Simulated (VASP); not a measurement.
Here is a VASP 6.6.1 calculation.

INCAR

```
SYSTEM = GaN
  PREC = Accurate
  ENCUT = 520
  EDIFF = 1E-7
  ISMEAR = 0
  SIGMA = 0.01
  LREAL = .False.
  LASPH = .True.
  NELM = 80
  ALGO = Normal
  ISIF = 2
  LWAVE = .False.
  LCHARG = .False.
  GGA = PE
  NBANDS = 16
```

The input KPOINTS:

```
Automatic mesh
0
Gamma
  6 6 6
  0 0 0
```

Contents of POSCAR:

```
GaN
1.0
    0.0000000000      2.1085153685      2.1085153685
    2.1085153685      0.0000000000      2.1085153685
    2.1085153685      2.1085153685      0.0000000000
Ga N
1 1
Direct
    0.5000000000      0.5000000000      0.5000000000
    0.0000000000      0.0000000000      0.0000000000
```

Potentials or basis: VASP PAW PBE potentials, release 64 (Ga_d, N).

Command:

```sh
$ cat potpaw_PBE.64/Ga_d/POTCAR potpaw_PBE.64/N/POTCAR > POTCAR
$ mpirun -np 1 vasp_std > vasp.out
```

Task: What does it give for the pressure?

Result: 8.9 GPa.

Task: Estimate the band gap on the k mesh.

Result: 0.62 eV (least direct gap 2.83 eV).

Caveat: the k points lie up to 0.43 Å⁻¹ apart; semilocal functionals underestimate gaps, and a narrow one can read as zero. A k mesh can miss the band edges.
